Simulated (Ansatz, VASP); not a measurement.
Two plane-wave programs on TaNb3F2

```
Ta Nb F
1.0
     5.32397    0.00000    0.00000
    -2.66199    4.61070    0.00000
     0.00000    0.00000    3.33958
Ta Nb F
1 3 2
Direct
  0.00000 0.00000 0.00000
  0.50000 0.00000 0.50000
  0.50000 0.50000 0.50000
  0.00000 0.50000 0.50000
  0.33333 0.66667 0.00000
  0.66667 0.33333 0.00000
```

Change from the starting cell: species swapped into the HfCo3B2 type (P6/mmm, No. 191).

Alike in both runs: task relaxation of cell and atoms; functional PBE; k mesh 6 × 6 × 6; occupations gaussian, width 0.1 eV; no spin polarisation.

|  | VASP | Ansatz |
| --- | --- | --- |
| version | VASP 6.6.1 | Ansatz 0.2.0 |
| potentials or method | VASP PAW PBE potentials, release 64 (Ta_pv, Nb_sv, F), cutoff 600 eV | scalar-relativistic, plane waves, PAW |
| valence electrons in the cell | 64 | 66 |

|  | VASP | Ansatz | Ansatz less VASP |
| --- | --- | --- | --- |
| gap on the k mesh at the Fermi level, each at its own relaxed structure (eV) | none | none | - |
| relaxed volume (Å³/atom) | 15.38 | 15.43 | +0.052 |
| relaxed length of the cell vector where the two differ most in proportion (Å) | 5.516 | 5.524 | +0.0083 |

A gap of «none» marks a metal or a gap that the smearing closes. VASP's potentials hold 64 valence electrons a cell and Ansatz's 66, so a difference there can come from the potentials and not from the codes.

Spin-orbit coupling is off throughout.
